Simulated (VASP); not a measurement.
# Ta4C3 (P4mm) in VASP: further runs

Runs on Ta4C3. Level: PBEsol. Tasks: single point.

Everything below comes from runs of VASP 6.6.1. Logs are shortened: lines on timing, memory, paths and dates and some standing lists are left out, and cuts for length are marked.

## 1. The cell of the first run

The structure is tetragonal, space group P4mm (No. 99). The conventional cell has a = 4.403 Å, b = 4.403 Å, c = 9.555 Å, α = 90.00°, β = 90.00°, γ = 90.00°. Within 2.9 Å of Ta (site symmetry 4mm) lie 4 C at 2.20 Å. Ta (site symmetry 4mm) has 4 C at 2.20 Å within 2.9 Å. Ta (site symmetry 2mm) has 4 C at 2.20 to 2.95 Å and 8 Ta at 3.11 Å within 3.2 Å. Ta (site symmetry 2mm) has 4 C at 2.20 Å within 2.9 Å. Within 2.9 Å of Ta (site symmetry 4mm) lie 6 C at 2.20 Å. Within 3.2 Å of Ta (site symmetry 4mm) lie 6 C at 2.20 to 2.95 Å and 8 Ta at 3.11 Å. Within 3.2 Å of C (site symmetry 4mm) lie 6 Ta at 2.20 to 2.95 Å and 4 C at 3.11 Å. Within 2.9 Å of C (site symmetry 4mm) lie 6 Ta at 2.20 Å.

## 2. Single point, PBEsol (the distance across one plane changed)

INCAR

```
SYSTEM = Ta4C3
PREC = Accurate ; ENCUT = 520
EDIFF = 1E-6 ; ISMEAR = 0
SIGMA = 0.15 ; LREAL = .False.
LASPH = .True. ; NELM = 100
ALGO = Normal ; ISIF = 2
LWAVE = .False. ; LCHARG = .False.
GGA = PS ; NBANDS = 69
```

KPOINTS

```
Automatic mesh
0
Gamma
  9 9 5
  0 0 0
```

POSCAR

```
Ta4C3
1.0
    0.0000000000     -4.4026022057      0.0000000000
    0.0000000000      0.0000000000     -4.4026022057
    9.5552044115      0.0000000000      0.0000000000
Ta C
8 6
Direct
    0.5000000000      0.5000000000      0.8063201506
    0.5000000000      0.5000000000      0.3455657788
    1.0000000000      0.5000000000      0.1151885929
    1.0000000000      0.5000000000      0.5759429647
    0.5000000000      1.0000000000      0.1151885929
    0.5000000000      1.0000000000      0.5759429647
    0.0000000000      0.0000000000      0.3455657788
    0.0000000000      0.0000000000      0.8063201506
    0.0000000000      1.0000000000      0.1151885929
    0.0000000000      1.0000000000      0.5759429647
    0.5000000000      1.0000000000      0.8063201506
    0.5000000000      1.0000000000      0.3455657788
    0.0000000000      0.5000000000      0.8063201506
    0.0000000000      0.5000000000      0.3455657788
```

Potentials or basis: VASP PAW PBE potentials, release 64 (Ta_pv, C).

Launch:

```
$ cat potpaw_PBE.64/Ta_pv/POTCAR potpaw_PBE.64/C/POTCAR > POTCAR
$ mpirun -np 1 vasp_std > vasp.out
```

OUTCAR:

```text
SYSTEM = Ta4C3
   PREC = Accurate
   ENCUT = 520
   EDIFF = 1E-6
   ISMEAR = 0
   LREAL = .False.
   LASPH = .True.
   NELM = 100
   ISIF = 2
   GGA = PS

 ion  position               nearest neighbor table
   1  0.500  0.500  0.806-  11 2.20  13 2.20  11 2.20  13 2.20   8 3.11   8 3.11   8 3.11   8 3.11
                             4 3.11   6 3.11   6 3.11   4 3.11
   2  0.500  0.500  0.346-  12 2.20  14 2.20  12 2.20  14 2.20   7 3.11   7 3.11   7 3.11   7 3.11
                             4 3.11   6 3.11   6 3.11   4 3.11   3 3.11   5 3.11   5 3.11   3 3.11
   3  0.000  0.500  0.115-   9 2.20   9 2.20  14 2.20   5 3.11   5 3.11   5 3.11   5 3.11   7 3.11
                             2 3.11   2 3.11   7 3.11
   4  0.000  0.500  0.576-  10 2.20  10 2.20  14 2.20  13 2.20   6 3.11   6 3.11   6 3.11   6 3.11
                             2 3.11   2 3.11   7 3.11   7 3.11   1 3.11   1 3.11   8 3.11   8 3.11
   5  0.500  0.000  0.115-   9 2.20   9 2.20  12 2.20   3 3.11   3 3.11   3 3.11   3 3.11   7 3.11
                             7 3.11   2 3.11   2 3.11
   6  0.500  0.000  0.576-  10 2.20  10 2.20  12 2.20  11 2.20   4 3.11   4 3.11   4 3.11   4 3.11
                             2 3.11   7 3.11   2 3.11   7 3.11   8 3.11   8 3.11   1 3.11   1 3.11
   7  0.000  0.000  0.346-  12 2.20  14 2.20  14 2.20  12 2.20  10 2.20   9 2.20   2 3.11   2 3.11
                             2 3.11   2 3.11   4 3.11   6 3.11   4 3.11   6 3.11   5 3.11   3 3.11
   8  0.000  0.000  0.806-  11 2.20  13 2.20  13 2.20  11 2.20  10 2.20   1 3.11   1 3.11   1 3.11
                             1 3.11   6 3.11   6 3.11   4 3.11   4 3.11
   9  0.000  0.000  0.115-   3 2.20   5 2.20   3 2.20   5 2.20   7 2.20
  10  0.000  0.000  0.576-   4 2.20   6 2.20   4 2.20   6 2.20   7 2.20   8 2.20
  11  0.500  0.000  0.806-   1 2.20   8 2.20   1 2.20   8 2.20   6 2.20
  12  0.500  0.000  0.346-   2 2.20   7 2.20   2 2.20   7 2.20   6 2.20   5 2.20
  13  0.000  0.500  0.806-   1 2.20   8 2.20   8 2.20   1 2.20   4 2.20
  14  0.000  0.500  0.346-   2 2.20   7 2.20   7 2.20   2 2.20   4 2.20   3 2.20

  LATTYP: Found a simple tetragonal cell.
 ALAT       =     4.4026022057
 C/A-ratio  =     2.1703537965

  Lattice vectors:

 A1 = (   0.0000000000,  -4.4026022057,   0.0000000000)
 A2 = (   0.0000000000,   0.0000000000,  -4.4026022057)
 A3 = (   9.5552044115,   0.0000000000,   0.0000000000)

Analysis of symmetry for initial positions (statically):
=====================================================================
 Subroutine PRICEL returns:
 Original cell was already a primitive cell.

 Routine SETGRP: Setting up the symmetry group for a
 simple tetragonal supercell.

 Subroutine GETGRP returns: Found  8 space group operations
 (whereof  8 operations were pure point group operations)
 out of a pool of 16 trial point group operations.

The static configuration has the point symmetry C_4v.

Analysis of symmetry for dynamics (positions and initial velocities):
=====================================================================
 Subroutine PRICEL returns:
 Original cell was already a primitive cell.

 Routine SETGRP: Setting up the symmetry group for a
 simple tetragonal supercell.

 Subroutine GETGRP returns: Found  8 space group operations
 (whereof  8 operations were pure point group operations)
 out of a pool of 16 trial point group operations.

The dynamic configuration has the point symmetry C_4v.

 Subroutine INISYM returns: Found  8 space group operations
 (whereof  8 operations are pure point group operations),
 and found     1 'primitive' translations

----------------------------------------------------------------------------------------

                                     Primitive cell

  volume of cell :     185.2076

  direct lattice vectors                    reciprocal lattice vectors
     0.000000000 -4.402602206  0.000000000     0.000000000 -0.227138395  0.000000000
     0.000000000  0.000000000 -4.402602206     0.000000000  0.000000000 -0.227138395
     9.555204412  0.000000000  0.000000000     0.104655009  0.000000000  0.000000000

  length of vectors
     4.402602206  4.402602206  9.555204412     0.227138395  0.227138395  0.104655009

  position of ions in fractional coordinates (direct lattice)
     0.500000000  0.500000000  0.806320151
     0.500000000  0.500000000  0.345565779
     0.000000000  0.500000000  0.115188593
     0.000000000  0.500000000  0.575942965
     0.500000000  0.000000000  0.115188593
     0.500000000  0.000000000  0.575942965
     0.000000000  0.000000000  0.345565779
     0.000000000  0.000000000  0.806320151
     0.000000000  0.000000000  0.115188593
     0.000000000  0.000000000  0.575942965
     0.500000000  0.000000000  0.806320151
     0.500000000  0.000000000  0.345565779
     0.000000000  0.500000000  0.806320151
     0.000000000  0.500000000  0.345565779

  ion indices of the primitive-cell ions
   primitive index   ion index
                 1           1
                 2           2
                 3           3
                 4           4
                 5           5
                 6           6
                 7           7
                 8           8
                 9           9
                10          10
                11          11
                12          12
                13          13
                14          14

----------------------------------------------------------------------------------------

 KPOINTS: Automatic mesh

Automatic generation of k-mesh.
 Grid dimensions read from file:
 generate k-points for:    9    9    5

 Generating k-lattice:

  Cartesian coordinates                     Fractional coordinates (reciprocal lattice)
     0.000000000 -0.025237599  0.000000000     0.111111111  0.000000000  0.000000000
     0.000000000  0.000000000 -0.025237599     0.000000000  0.111111111  0.000000000
     0.020931002  0.000000000  0.000000000     0.000000000  0.000000000  0.200000000

  Length of vectors
     0.025237599  0.025237599  0.020931002

  Shift w.r.t. Gamma in fractional coordinates (k-lattice)
     0.000000000  0.000000000  0.000000000

 Subroutine IBZKPT returns following result:
 ===========================================

 Found     45 irreducible k-points:

 Following reciprocal coordinates:
            Coordinates               Weight
  0.000000  0.000000  0.000000      1.000000
  0.111111  0.000000  0.000000      4.000000
  0.222222  0.000000  0.000000      4.000000
  0.333333  0.000000  0.000000      4.000000
  0.444444  0.000000  0.000000      4.000000
  0.111111  0.111111  0.000000      4.000000
[... 16 lines left out ...]
  0.333333  0.111111  0.200000     16.000000
  0.444444  0.111111  0.200000     16.000000
 [... further k-points ...]
   k-points           NKPTS =     45   k-points in BZ     NKDIM =     45   number of bands    NBANDS=     69
   number of dos      NEDOS =    301   number of ions     NIONS =     14
   total plane-waves  NPLWV =  93312
   dimension x,y,z NGX =    36 NGY =   36 NGZ =   72
   dimension x,y,z NGXF=    72 NGYF=   72 NGZF=  144
   ions per type =               8   6
   NGX,Y,Z   is equivalent  to a cutoff of  13.59, 13.59, 12.53 a.u.
   NGXF,Y,Z  is equivalent  to a cutoff of  27.19, 27.19, 25.05 a.u.
 SYSTEM =  Ta4C3
   PREC   = accura    normal or accurate (medium, high low for compatibility)
   ISTART =      0    job   : 0-new  1-cont  2-samecut
   ICHARG =      2    charge: 1-file 2-atom 10-const
   ISPIN  =      1    spin polarized calculation?
   LNONCOLLINEAR =      F non collinear calculations
   LSORBIT =      F    spin-orbit coupling
   LASPH  =      T    aspherical Exc in radial PAW
   ENCUT  =  520.0 eV  38.22 Ry    6.18 a.u.   8.19  8.19 17.77*2*pi/ulx,y,z
   NELM   =    100;   NELMIN=  2; NELMDL= -5     # of ELM steps
   EDIFF  = 0.1E-05   stopping-criterion for ELM
   LREAL  =      F    real-space projection
   EDIFFG = 0.1E-04   stopping-criterion for IOM
   NSW    =      0    number of steps for IOM
   IBRION =     -1    ionic relax: 0-MD 1-quasi-New 2-CG
   NFREE  =      0    steps in history (QN), initial steepest desc. (CG)
   ISIF   =      2    stress and relaxation
   ISYM   =      2    0-nonsym 1-usesym 2-fastsym
   POTIM  = 0.5000    time-step for ionic-motion
   TEBEG  =    0.0;   TEEND  =   0.0 temperature during run
   PSTRESS=    0.0 pullay stress
   NELECT =     112.0000    total number of electrons
   NUPDOWN=      -1.0000    fix difference up-down
   EMIN   =  10.00;   EMAX   =-10.00  energy-range for DOS
   EFERMI =   0.00;   METHOD = LEGACY
   ISMEAR =     0;   SIGMA  =   0.15  broadening in eV -4-tet -1-fermi 0-gaus
   EFERMI_NEDOS =   21; number of points for ismear=-14 and -15
   IALGO  =     38    algorithm
   IMIX   =      4    mixing-type and parameters
     AMIX     =   0.40;   BMIX     =  1.00
     AMIX_MAG =   1.60;   BMIX_MAG =  1.00
  volume/ion in A,a.u.               =      13.23        89.27
  Fermi-wavevector in a.u.,A,eV,Ry     =   1.384399  2.616134 26.076382  1.916560
  Thomas-Fermi vector in A             =   2.508907
   LORBIT       =      0    0 simple, 1 ext, 2 COOP (PROOUT), +10 PAW based schemes
   GGA     = PS    functional components
   LHFCALC =     F    Hartree Fock is set to
   AEXX    =    0.0000 exact exchange contribution
   IVDW    =     0    specifies the selected vdW correction
   LEPSILON=     F    determine dielectric tensor
   LRPA    =     F    only Hartree local field effects (RPA)
 non-spin polarized calculation
 Gauss-broadening in eV      SIGMA  =   0.15
  energy-cutoff  :      520.00
  volume of cell :      185.21
 maximum number of plane-waves:      5023
 NGX is ok and might be reduce to    36
   NGX = 17   NGY = 17   NGZ = 35

 number of electron     112.0000022 magnetization

 Free energy of the ion-electron system (eV)
  ---------------------------------------------------
  ext. energy  EPLUGINS =         0.00000000
  ---------------------------------------------------
  free energy    TOTEN  =      -162.91390138 eV

  energy without entropy =     -162.82857153  energy(sigma->0) =     -162.87123646

 E-fermi :   6.4356     XC(G=0): -12.6207

 val. band max:        6.4278235808   @ k =   0.1111   0.0000   0.2000
 cond. band min:       6.4408473037   @ k =   0.2222   0.2222   0.4000
 fundamental gap:      0.0130237229
 Fermi energy:         6.4355682404

 k-point     1 :       0.0000    0.0000    0.0000
  band No.  band energies     occupation
      1     -28.9371      2.00000
      2     -28.8380      2.00000
      3     -28.8380      2.00000
      4     -28.7768      2.00000
      5     -28.7748      2.00000
      6     -28.7748      2.00000
[... 60 lines left out ...]
     67       8.8352      0.00000
     68       8.8352      0.00000

 k-point     2 :       0.1111    0.0000    0.0000
  band No.  band energies     occupation
      1     -28.9361      2.00000
      2     -28.8327      2.00000
      3     -28.8313      2.00000
      4     -28.7789      2.00000
      5     -28.7744      2.00000
      6     -28.7684      2.00000
[... 60 lines left out ...]
     67       8.7854      0.00000
     68       8.9804      0.00000

 k-point     3 :       0.2222    0.0000    0.0000
  band No.  band energies     occupation
      1     -28.9345      2.00000
      2     -28.8206      2.00000
      3     -28.8134      2.00000
      4     -28.7827      2.00000
      5     -28.7714      2.00000
      6     -28.7517      2.00000
[... 1480 lines left out ...]
     67       9.1964      0.00000
     68       9.3008      0.00000

 k-point    24 :       0.4444    0.1111    0.2000
  band No.  band energies     occupation
      1     -28.9373      2.00000
      2     -28.8256      2.00000
      3     -28.7984      2.00000
      4     -28.7794      2.00000
      5     -28.7674      2.00000
      6     -28.7452      2.00000
[... 60 lines left out ...]
     67       9.2482      0.00000
     68       9.3265      0.00000

 [... further k-points ...]

 [bands above 68 left out]

------------------------ aborting loop because EDIFF is reached ----------------------------------------

  FORCE on cell =-STRESS in cart. coord.  units (eV):
  Direction    XX          YY          ZZ          XY          YZ          ZX
  --------------------------------------------------------------------------------------
  -------------------------------------------------------------------------------------
  Total      -18.1195006     -6.8220859     -6.8220859      0.0000000      0.0000000      0.0000000
  in kB     -156.7465284    -59.0158803    -59.0158803      0.0000000      0.0000000      0.0000000
  external PRESSURE =     -91.5927630 kB  Pullay stress =       0.0000000 kB

 VOLUME and BASIS-vectors are now :
 -----------------------------------------------------------------------------
  energy-cutoff  :      520.00
  volume of cell :      185.21
      direct lattice vectors                 reciprocal lattice vectors
     0.000000000 -4.402602206  0.000000000     0.000000000 -0.227138395  0.000000000
     0.000000000  0.000000000 -4.402602206     0.000000000  0.000000000 -0.227138395
     9.555204412  0.000000000  0.000000000     0.104655009  0.000000000  0.000000000

 POSITION                                       TOTAL-FORCE (eV/Angst)
 -----------------------------------------------------------------------------------
      7.70455     -2.20130     -2.20130         1.092246     -0.000000     -0.000000
      3.30195     -2.20130     -2.20130        -0.431427     -0.000000      0.000000
      1.10065      0.00000     -2.20130        -0.050420      0.000000      0.000000
      5.50325      0.00000     -2.20130        -0.436593     -0.000000     -0.000000
      1.10065     -2.20130      0.00000        -0.050420     -0.000000      0.000000
      5.50325     -2.20130      0.00000        -0.436593     -0.000000      0.000000
      3.30195      0.00000      0.00000         0.459400     -0.000000      0.000000
      7.70455      0.00000      0.00000        -0.410753     -0.000000     -0.000000
      1.10065      0.00000      0.00000        -1.726490      0.000000      0.000000
      5.50325      0.00000      0.00000         0.875524     -0.000000      0.000000
      7.70455     -2.20130      0.00000         1.323999     -0.000000      0.000000
      3.30195     -2.20130      0.00000        -0.766236     -0.000000      0.000000
      7.70455      0.00000     -2.20130         1.323999     -0.000000      0.000000
      3.30195      0.00000     -2.20130        -0.766236     -0.000000      0.000000
 -----------------------------------------------------------------------------------
    total drift:                               -0.000180     -0.000000      0.000000

  FREE ENERGIE OF THE ION-ELECTRON SYSTEM (eV)
  ---------------------------------------------------
  free  energy   TOTEN  =      -162.9139013820 eV

  energy  without entropy=     -162.8285715347  energy(sigma->0) =     -162.87123646
```

It took 5 min on 1 thread of Intel Xeon 6975P-C (Granite Rapids), shared host; peak memory 0.56 GiB.

What came out:

```yaml
Free_energy: -162.9139 eV
Pressure: -9.2 GPa
Largest_force: 1.726 eV/Å
Band_gap_on_the_k_mesh: zero (bands 56 and 57 overlap by 0.77 eV)
```

Forces on the atoms (eV/Å):
```
Ta   1.092  0.000  0.000
Ta  -0.431  0.000  0.000
Ta  -0.050  0.000  0.000
Ta  -0.437  0.000  0.000
Ta  -0.050  0.000  0.000
Ta  -0.437  0.000  0.000
Ta   0.459  0.000  0.000
Ta  -0.411  0.000  0.000
C   -1.726  0.000  0.000
C    0.876  0.000  0.000
C    1.324  0.000  0.000
C   -0.766  0.000  0.000
C    1.324  0.000  0.000
C   -0.766  0.000  0.000
```

Caveat: the cell differs from its parent crystal (the distance across one plane changed); the stress differs along the axes, from -16 to -6 GPa; the PAW data sets were made with another functional, which shifts forces and pressure a little; spin-orbit coupling is left out, which moves the levels of the heavy elements.

(Part 1 of 2 ends here.)
